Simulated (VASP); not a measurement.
Set up this calculation in VASP 6.6.1, as the native input.

| Item | Value |
| --- | --- |
| Task | single point |
| Functional | LDA |
| Potentials or basis | VASP PAW LDA potentials, release 64 (Ti_sv) |
| Cutoff | 520 eV |
| k mesh | 11 × 11 × 11 |
| Occupations | fermi-dirac, width 0.05 eV |
| Spin | no spin polarisation |
| Dipole correction | no |
| Further INCAR settings | ALGO = Normal; EDIFF = 1e-07; NBANDS = 12 |

The structure of Ti lies in POSCAR:

```
Ti
1.0
    0.0000000000      2.0300000000      2.0300000000
    2.0300000000      0.0000000000      2.0300000000
    2.0300000000      2.0300000000      0.0000000000
Ti
1
Direct
    0.0000000000      0.0000000000      0.0000000000
```

The input as run:

INCAR

```
SYSTEM = Ti
  ALGO = Normal
  EDIFF = 1E-7
  ENCUT = 520
  ISIF = 2
  ISMEAR = -1
  LASPH = .TRUE.
  LCHARG = .FALSE.
  LREAL = .FALSE.
  LWAVE = .FALSE.
  NBANDS = 12
  NELM = 80
  PREC = Accurate
  SIGMA = 0.05
```

KPOINTS

```
k-points
0
G
  11 11 11
  0 0 0
```

Potentials or basis: VASP PAW LDA potentials, release 64 (Ti_sv).

The run is started by

```bash
$ cat potpaw_LDA.64/Ti_sv/POTCAR > POTCAR
$ mpirun -np 1 vasp_std > vasp.out
```

Results of the run:

* Pressure: -5.3 GPa
* Band gap on the k mesh: zero (band 6 reaches 9.26 eV, above the bottom of band 7 at 8.11 eV)

Wall time 8.6 s on 1 thread of Intel(R) Xeon(R) Platinum 8259CL CPU @ 2.50GHz (Skylake/Cascade Lake), with other jobs on the host, peak memory 0.13 GiB.
